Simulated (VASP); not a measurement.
Wanted: the native input for a VASP 6.6.1 run.

```yaml
Task: single point
Functional: PBE
Potentials_or_basis: VASP PAW PBE potentials, release 64 (O, N, Li_sv)
Cutoff: 520 eV
k_mesh: 11 × 11 × 8
Occupations: methfessel-paxton, width 0.05 eV
Spin: no spin polarisation
Dipole_correction: no
Further_INCAR_settings: ALGO = Normal; EDIFF = 1e-06; NBANDS = 20
```

The structure of Li4NO lies in POSCAR:

```
Li4NO
1.0
    3.3128660000      0.0000000000      0.0000000000
    0.0000000000      3.3128660000      0.0000000000
    0.0000000000      0.0000000000      4.9365180000
O N Li
1 1 4
Direct
    0.5000000000      0.5000000000      0.5000000000
    0.0000000000      0.0000000000      0.0000000000
    0.5000000000      0.0000000000      0.2638480000
    0.0000000000      0.5000000000      0.7361520000
    0.5000000000      0.0000000000      0.7361520000
    0.0000000000      0.5000000000      0.2638480000
```

The input as run:

INCAR

```
ALGO = Normal ; EDIFF = 1E-6
ENCUT = 520 ; GGA = PE
ISIF = 2 ; ISMEAR = 1
LASPH = T ; LCHARG = F
LREAL = F ; LWAVE = F
NBANDS = 20 ; NELM = 100
PREC = Accurate ; SIGMA = 0.05
```

KPOINTS

```
k-points
0
Gamma
  11 11 8
```

Potentials or basis: VASP PAW PBE potentials, release 64 (O, N, Li_sv).

The run is started by

```console
$ cat potpaw_PBE.64/O/POTCAR potpaw_PBE.64/N/POTCAR potpaw_PBE.64/Li_sv/POTCAR > POTCAR
$ mpirun -np 1 vasp_std > vasp.out
```

Results of the run:

```
Largest force          : 0.009 eV/Å
Band gap on the k mesh : zero (an odd number of electrons rules out a gap without spin polarisation)
```

Wall time 81 s on 1 thread of Intel Xeon 8259CL, with other jobs on the host, peak memory 0.24 GiB.
